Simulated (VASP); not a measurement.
Input of a VASP 6.6.1 run:

File INCAR:

```
SYSTEM = AlN
ALGO = Normal
EDIFF = 1E-6
ENCUT = 910
GGA = PE
GGA_COMPAT = .FALSE.
ISIF = 2
ISMEAR = -1
LASPH = .TRUE.
LCHARG = .TRUE.
LELF = .TRUE.
LREAL = Auto
LVHAR = .TRUE.
LWAVE = .FALSE.
NBANDS = 86
NELM = 120
PREC = Accurate
SIGMA = 0.01
```

Contents of KPOINTS:

```
Automatic mesh
0
Gamma
  1 1 1
  0.25 0.25 0.25
```

File POSCAR:

```
AlN
1.0
    6.2595139326      0.0000000578      0.0000000000
   -3.1297570163      5.4208980521      0.0000000000
    0.0000000000      0.0000000000     10.0348065068
Al N
16 16
Direct
    0.3293471110      0.1656259551      0.2510474370
    0.1623353954      0.3327115332      0.5010493826
    0.3293505837      0.1656004611      0.7510528508
    0.1623107462      0.3327051213      1.0010527121
    0.3293445768      0.6656067275      0.2510511430
    0.1623370177      0.8327026709      0.5010475675
    0.3293613241      0.6656114258      0.7510529972
    0.1623048245      0.8327027534      1.0010573806
    0.8293530963      0.1656230271      0.2510475555
    0.6623434032      0.3327032110      0.5010450986
    0.8293612465      0.1656074630      0.7510471831
    0.6623066027      0.3327069093      1.0010465116
    0.8293392666      0.6656117320      0.2510481727
    0.6623409054      0.8327173582      0.5010423585
    0.8293632998      0.6656145696      0.7510452955
    0.6623050590      0.8327039276      1.0010513292
    0.3278367805      0.1671503743      0.4409558900
    0.1638132963      0.3311392672      0.1909697091
    0.3278158198      0.1671507985      0.9409753102
    0.1638026293      0.3311190586      0.6909615685
    0.3278336612      0.6671446758      0.4409613713
    0.1638053450      0.8311390217      0.1909721593
    0.3278109447      0.6671530159      0.9409779036
    0.1638033706      0.8311208074      0.6909598217
    0.8278382873      0.1671504925      0.4409588636
    0.6638038390      0.3311440818      0.1909633900
    0.8278092091      0.1671526023      0.9409717973
    0.6638146031      0.3311268035      0.6909556004
    0.8278414295      0.6671435302      0.4409531202
    0.6638062124      0.8311328934      0.1909670931
    0.8278140604      0.6671540273      0.9409653576
    0.6638064375      0.8311171811      0.6909550695
```

Potentials or basis: VASP PAW PBE potentials, release 64 (Al, N_h).

Command:

```bash
$ cat potpaw_PBE.64/Al/POTCAR potpaw_PBE.64/N_h/POTCAR > POTCAR
$ mpirun -np 1 vasp_std > vasp.out
```

What does it give for the pressure?

-0.7 GPa.

Predict the largest force.

0.204 eV/Å.

Forces in eV/Å, atoms in the order of the input:
```
Al   0.116 -0.067  0.004
Al  -0.117  0.061  0.003
Al   0.115 -0.065  0.004
Al  -0.118  0.062  0.004
Al   0.114 -0.065  0.004
Al  -0.118  0.062  0.002
Al   0.114 -0.067  0.004
Al  -0.117  0.063  0.004
Al   0.114 -0.067  0.003
Al  -0.119  0.062  0.003
Al   0.113 -0.066  0.004
Al  -0.117  0.063  0.005
Al   0.115 -0.066  0.004
Al  -0.117  0.060  0.003
Al   0.114 -0.067  0.004
Al  -0.117  0.062  0.004
N    0.177 -0.098  0.000
N   -0.176  0.103 -0.007
N    0.177 -0.100 -0.004
N   -0.173  0.103 -0.004
N    0.178 -0.098 -0.001
N   -0.175  0.102 -0.006
N    0.178 -0.100 -0.005
N   -0.173  0.103 -0.005
N    0.178 -0.098 -0.001
N   -0.174  0.102 -0.006
N    0.178 -0.100 -0.004
N   -0.175  0.102 -0.004
N    0.177 -0.098  0.000
N   -0.175  0.103 -0.006
N    0.177 -0.099 -0.003
N   -0.174  0.104 -0.004
```

Caveat: the k points lie up to 1.16 Å⁻¹ apart; the cutoff is under 1.25 times the usual one of these potentials, so pressure, stress and relaxed cells hold a basis-set (Pulay) error.
